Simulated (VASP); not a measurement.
# LiF (Griceite) (P1) in VASP: single point with revPBE+D3(BJ)

Aim: the single point of LiF (Griceite) with revPBE+D3(BJ).

Everything below comes from runs of VASP 6.6.1. Logs are shortened: lines on timing, memory, paths and dates and some standing lists are left out, and cuts for length are marked.

## 1. The cell of the first run

The typed cell holds 2 atoms: a = 2.918 Å, b = 2.835 Å, c = 2.818 Å, α = 60.08°, β = 59.38°, γ = 59.13°.

## 2. Single point, revPBE+D3(BJ)

The input, INCAR:

```
SYSTEM = LiF
PREC = Accurate
ENCUT = 520
EDIFF = 1E-7
ISMEAR = 0
SIGMA = 0.01
LREAL = .FALSE.
LASPH = .TRUE.
NELM = 100
ALGO = Normal
ISIF = 2
LWAVE = .FALSE.
LCHARG = .TRUE.
GGA = RE
IVDW = 12
LELF = .TRUE.
LVHAR = .TRUE.
NBANDS = 12
```

The input, KPOINTS:

```
regular mesh
0
G
  6 6 6
  0 0 0
```

The input, POSCAR:

```
LiF
1.0
    2.9184410000      0.0000000000      0.0000000000
    1.4543107716      2.4332971767      0.0000000000
    1.4352888600      0.7795970538      2.2964743190
Li F
1 1
Direct
    0.9928700000      0.9989000000      0.9967200000
    0.4897200000      0.5065700000      0.4955900000
```

Potentials or basis: VASP PAW PBE potentials, release 64 (Li_sv, F).

Launch:

```sh
> cat potpaw_PBE.64/Li_sv/POTCAR potpaw_PBE.64/F/POTCAR > POTCAR
> mpirun -np 1 vasp_std > vasp.out
```

OUTCAR:

```text
SYSTEM = LiF
   PREC = Accurate
   ENCUT = 520
   EDIFF = 1E-7
   ISMEAR = 0
   LREAL = .FALSE.
   LASPH = .TRUE.
   NELM = 100
   ISIF = 2
   GGA = RE
   IVDW = 12
 IVDW          = 12

 ion  position               nearest neighbor table
   1  0.993  0.999  0.997-   2 1.96   2 1.99   2 2.02   2 2.03   2 2.03   2 2.05
   2  0.490  0.507  0.496-   1 1.96   1 1.99   1 2.02   1 2.03   1 2.03   1 2.05

  Warning from LATTYP: Got some problem with cell dimensions!
  Tried to take original basis but could not verify dimensions!
  LATTYP: Found a triclinic cell.
 ALAT       =     2.8347760001
 B/A-ratio  =     2.4386036594
 C/A-ratio  =     1.0295137958
 COS(alpha) =     0.0013312013
 COS(beta)  =     0.5130249344
 COS(gamma) =     0.8103074486

  Lattice vectors:

 A1 = (  -1.4543107716,  -2.4332971767,   0.0000000000)
 A2 = (  -0.0092024548,  -6.5202944763,   2.2964743190)
 A3 = (  -2.9184410000,   0.0000000000,   0.0000000000)

Analysis of symmetry for initial positions (statically):
=====================================================================
 Subroutine PRICEL returns:
 Original cell was already a primitive cell.

 Routine SETGRP: Setting up the symmetry group for a
 triclinic supercell.

 Subroutine GETGRP returns: Found  1 space group operations
 (whereof  1 operations were pure point group operations)
 out of a pool of  2 trial point group operations.

The static configuration has the point symmetry C_1 .

Analysis of symmetry for dynamics (positions and initial velocities):
=====================================================================
 Subroutine PRICEL returns:
 Original cell was already a primitive cell.

 Routine SETGRP: Setting up the symmetry group for a
 triclinic supercell.

 Subroutine GETGRP returns: Found  1 space group operations
 (whereof  1 operations were pure point group operations)
 out of a pool of  2 trial point group operations.

The dynamic configuration has the point symmetry C_1 .

 Subroutine INISYM returns: Found  1 space group operations
 (whereof  1 operations are pure point group operations),
 and found     1 'primitive' translations

----------------------------------------------------------------------------------------

                                     Primitive cell

  volume of cell :      16.3083

  direct lattice vectors                    reciprocal lattice vectors
     2.918441000  0.000000000  0.000000000     0.342648695 -0.204791134 -0.144632704
     1.454310772  2.433297177  0.000000000     0.000000000  0.410965011 -0.139512604
     1.435288860  0.779597054  2.296474319     0.000000000  0.000000000  0.435450112

  length of vectors
     2.918441000  2.834776000  2.818088000     0.424577620  0.434000008  0.435450112

  position of ions in fractional coordinates (direct lattice)
     0.992870000  0.998900000  0.996720000
     0.489720000  0.506570000  0.495590000

  ion indices of the primitive-cell ions
   primitive index   ion index
                 1           1
                 2           2

----------------------------------------------------------------------------------------

 KPOINTS: regular mesh

Automatic generation of k-mesh.
 Grid dimensions read from file:
 generate k-points for:    6    6    6

 Generating k-lattice:

  Cartesian coordinates                     Fractional coordinates (reciprocal lattice)
     0.057108116 -0.034131856 -0.024105451     0.166666667  0.000000000  0.000000000
     0.000000000  0.068494168 -0.023252101     0.000000000  0.166666667  0.000000000
     0.000000000  0.000000000  0.072575019     0.000000000  0.000000000  0.166666667

  Length of vectors
     0.070762937  0.072333335  0.072575019

  Shift w.r.t. Gamma in fractional coordinates (k-lattice)
     0.000000000  0.000000000  0.000000000

 Subroutine IBZKPT returns following result:
 ===========================================

 Found    112 irreducible k-points:

 Following reciprocal coordinates:
            Coordinates               Weight
  0.000000  0.000000  0.000000      1.000000
  0.166667  0.000000 -0.000000      2.000000
  0.333333  0.000000 -0.000000      2.000000
  0.500000  0.000000 -0.000000      1.000000
  0.000000  0.166667 -0.000000      2.000000
  0.166667  0.166667  0.000000      2.000000
[... 16 lines left out ...]
  0.333333  0.000000  0.166667      2.000000
  0.500000  0.000000  0.166667      2.000000
 [... further k-points ...]
   k-points           NKPTS =    112   k-points in BZ     NKDIM =    112   number of bands    NBANDS=     12
   number of dos      NEDOS =    301   number of ions     NIONS =      2
   total plane-waves  NPLWV =  13824
   dimension x,y,z NGX =    24 NGY =   24 NGZ =   24
   dimension x,y,z NGXF=    48 NGYF=   48 NGZF=   48
   ions per type =               1   1
   NGX,Y,Z   is equivalent  to a cutoff of  13.67, 14.07, 14.16 a.u.
   NGXF,Y,Z  is equivalent  to a cutoff of  27.34, 28.15, 28.32 a.u.
 SYSTEM =  LiF
   PREC   = accura    normal or accurate (medium, high low for compatibility)
   ISTART =      0    job   : 0-new  1-cont  2-samecut
   ICHARG =      2    charge: 1-file 2-atom 10-const
   ISPIN  =      1    spin polarized calculation?
   LNONCOLLINEAR =      F non collinear calculations
   LSORBIT =      F    spin-orbit coupling
   LASPH  =      T    aspherical Exc in radial PAW
   ENCUT  =  520.0 eV  38.22 Ry    6.18 a.u.   5.43  5.27  5.24*2*pi/ulx,y,z
   NELM   =    100;   NELMIN=  2; NELMDL= -5     # of ELM steps
   EDIFF  = 0.1E-06   stopping-criterion for ELM
   LREAL  =      F    real-space projection
   EDIFFG = 0.1E-05   stopping-criterion for IOM
   NSW    =      0    number of steps for IOM
   IBRION =     -1    ionic relax: 0-MD 1-quasi-New 2-CG
   NFREE  =      0    steps in history (QN), initial steepest desc. (CG)
   ISIF   =      2    stress and relaxation
   ISYM   =      2    0-nonsym 1-usesym 2-fastsym
   POTIM  = 0.5000    time-step for ionic-motion
   TEBEG  =    0.0;   TEEND  =   0.0 temperature during run
   PSTRESS=    0.0 pullay stress
   NELECT =      10.0000    total number of electrons
   NUPDOWN=      -1.0000    fix difference up-down
   EMIN   =  10.00;   EMAX   =-10.00  energy-range for DOS
   EFERMI =   0.00;   METHOD = LEGACY
   ISMEAR =     0;   SIGMA  =   0.01  broadening in eV -4-tet -1-fermi 0-gaus
   EFERMI_NEDOS =   21; number of points for ismear=-14 and -15
   IALGO  =     38    algorithm
   IMIX   =      4    mixing-type and parameters
     AMIX     =   0.40;   BMIX     =  1.00
     AMIX_MAG =   1.60;   BMIX_MAG =  1.00
  volume/ion in A,a.u.               =       8.15        55.03
  Fermi-wavevector in a.u.,A,eV,Ry     =   1.390824  2.628277 26.319005  1.934392
  Thomas-Fermi vector in A             =   2.514722
   LORBIT       =      0    0 simple, 1 ext, 2 COOP (PROOUT), +10 PAW based schemes
   GGA     = RE    functional components
   LHFCALC =     F    Hartree Fock is set to
   AEXX    =    0.0000 exact exchange contribution
   IVDW    =    12    specifies the selected vdW correction
   LEPSILON=     F    determine dielectric tensor
   LRPA    =     F    only Hartree local field effects (RPA)
 non-spin polarized calculation
 Gauss-broadening in eV      SIGMA  =   0.01
  energy-cutoff  :      520.00
  volume of cell :       16.31
 maximum number of plane-waves:       452
 NGX is ok and might be reduce to    24
   NGX = 11   NGY = 11   NGZ = 11

 number of electron      10.0000002 magnetization

 Free energy of the ion-electron system (eV)
  ---------------------------------------------------
  ext. energy  EPLUGINS =         0.00000000
  ---------------------------------------------------
  free energy    TOTEN  =        -9.18960412 eV

  energy without entropy =       -9.18960412  energy(sigma->0) =       -9.18960412

 E-fermi :  -0.4600     XC(G=0):  -9.6674

 val. band max:       -0.7462851206   @ k =   0.0000   0.0000   0.0000
 cond. band min:       8.4518469015   @ k =   0.0000   0.0000   0.0000
 fundamental gap:      9.1981320221
 Fermi energy:        -0.4599766717

 k-point     1 :       0.0000    0.0000    0.0000
  band No.  band energies     occupation
      1     -41.9938      2.00000
      2     -20.9092      2.00000
      3      -0.9214      2.00000
      4      -0.8774      2.00000
      5      -0.7463      2.00000
      6       8.4518      0.00000
      7      23.0243      0.00000
      8      23.1910      0.00000
      9      23.4876      0.00000
     10      23.8935      0.00000
     11      23.9209      0.00000
     12      24.1753      0.00000

 k-point     2 :       0.1667    0.0000   -0.0000
  band No.  band energies     occupation
      1     -41.9805      2.00000
      2     -20.8150      2.00000
      3      -1.6170      2.00000
      4      -0.9151      2.00000
      5      -0.8170      2.00000
      6       9.1648      0.00000
      7      18.7038      0.00000
      8      21.2324      0.00000
      9      21.5272      0.00000
     10      25.3713      0.00000
     11      25.8649      0.00000
     12      26.0080      0.00000

 k-point     3 :       0.3333    0.0000   -0.0000
  band No.  band energies     occupation
      1     -41.9537      2.00000
      2     -20.6162      2.00000
      3      -2.8167      2.00000
      4      -0.9866      2.00000
      5      -0.9507      2.00000
      6      10.1078      0.00000
      7      16.2713      0.00000
      8      19.2094      0.00000
      9      19.5488      0.00000
     10      27.7055      0.00000
     11      28.4717      0.00000
     12      28.7087      0.00000

 k-point     4 :       0.5000    0.0000   -0.0000
  band No.  band energies     occupation
      1     -41.9402      2.00000
      2     -20.5114      2.00000
      3      -3.3553      2.00000
      4      -1.0283      2.00000
      5      -1.0072      2.00000
      6      10.2598      0.00000
      7      15.8962      0.00000
      8      18.4764      0.00000
      9      18.8059      0.00000
     10      29.8631      0.00000
     11      30.5676      0.00000
     12      30.6956      0.00000

 k-point     5 :       0.0000    0.1667   -0.0000
  band No.  band energies     occupation
      1     -41.9795      2.00000
      2     -20.8030      2.00000
      3      -1.5339      2.00000
      4      -0.9721      2.00000
      5      -0.8884      2.00000
      6       9.1689      0.00000
      7      19.0861      0.00000
      8      20.6737      0.00000
      9      21.5462      0.00000
     10      25.1477      0.00000
     11      25.4417      0.00000
     12      25.9641      0.00000
[... 228 lines left out ...]
      1     -41.9793      2.00000
      2     -20.8010      2.00000
      3      -1.5201      2.00000
      4      -0.9766      2.00000
      5      -0.9046      2.00000
      6       9.1702      0.00000
      7      19.1618      0.00000
      8      20.6549      0.00000
      9      21.4646      0.00000
     10      25.1518      0.00000
     11      25.4027      0.00000
     12      25.8844      0.00000

 k-point    22 :       0.1667    0.0000    0.1667
  band No.  band energies     occupation
      1     -41.9758      2.00000
      2     -20.7670      2.00000
      3      -1.5344      2.00000
      4      -1.1629      2.00000
      5      -1.0428      2.00000
      6       9.5428      0.00000
      7      19.8290      0.00000
      8      20.5480      0.00000
      9      20.7081      0.00000
     10      21.1082      0.00000
     11      28.8168      0.00000
     12      28.9322      0.00000

 k-point    23 :       0.3333    0.0000    0.1667
  band No.  band energies     occupation
      1     -41.9543      2.00000
      2     -20.5906      2.00000
      3      -2.5184      2.00000
      4      -1.3392      2.00000
      5      -1.2202      2.00000
      6      10.7697      0.00000
      7      16.5700      0.00000
      8      19.1498      0.00000
      9      19.8802      0.00000
     10      23.0869      0.00000
     11      30.8806      0.00000
     12      31.3837      0.00000

 k-point    24 :       0.5000    0.0000    0.1667
  band No.  band energies     occupation
      1     -41.9362      2.00000
      2     -20.4416      2.00000
      3      -3.1940      2.00000
      4      -1.6198      2.00000
      5      -1.2302      2.00000
      6      11.3692      0.00000
      7      15.3412      0.00000
      8      18.5464      0.00000
      9      19.0253      0.00000
     10      26.1100      0.00000
     11      31.1208      0.00000
     12      31.8679      0.00000

 [... further k-points ...]

------------------------ aborting loop because EDIFF is reached ----------------------------------------

 Edisp (eV)   -0.70654

 E8    (eV) :    -0.4547

  FORCE on cell =-STRESS in cart. coord.  units (eV):
  Direction    XX          YY          ZZ          XY          YZ          ZX
  --------------------------------------------------------------------------------------
  -------------------------------------------------------------------------------------
  Total      -0.42517    -0.02634    -0.00900     0.02488     0.04385     0.05015
  in kB     -41.77028    -2.58757    -0.88420     2.44441     4.30834     4.92730
  external pressure =      -15.08 kB  Pullay stress =        0.00 kB

 VOLUME and BASIS-vectors are now :
 -----------------------------------------------------------------------------
  energy-cutoff  :      520.00
  volume of cell :       16.31
      direct lattice vectors                 reciprocal lattice vectors
     2.918441000  0.000000000  0.000000000     0.342648695 -0.204791134 -0.144632704
     1.454310772  2.433297177  0.000000000     0.000000000  0.410965011 -0.139512604
     1.435288860  0.779597054  2.296474319     0.000000000  0.000000000  0.435450112

 POSITION                                       TOTAL-FORCE (eV/Angst)
 -----------------------------------------------------------------------------------
      5.78092      3.20766      2.28894        -0.000832      0.038177      0.004548
      2.87724      1.61900      1.13811         0.000832     -0.038177     -0.004548
 -----------------------------------------------------------------------------------
    total drift:                               -0.000146     -0.000090     -0.000314

  FREE ENERGIE OF THE ION-ELECTRON SYSTEM (eV)
  ---------------------------------------------------
  free  energy   TOTEN  =        -9.8961420424 eV

  energy  without entropy=       -9.8961420424  energy(sigma->0) =       -9.89614204
```

Wall time 16 s (1 thread of Intel Xeon 6975P-C, shared host); peak memory 0.15 GiB.

Results:

- Free energy: -9.8961 eV
- Largest force: 0.038 eV/Å
- Band gap on the k mesh: 9.20 eV, direct
- Dispersion energy per atom: -0.353 eV

Forces on the atoms (eV/Å):
```
Li  -0.001  0.038  0.005
F    0.001 -0.038 -0.005
```

Caveat: the k points lie up to 0.46 Å⁻¹ apart; the cutoff is under 1.25 times the usual one of these potentials, so pressure, stress and relaxed cells hold a basis-set (Pulay) error; the PAW data sets were made with another functional, which shifts forces and pressure a little.
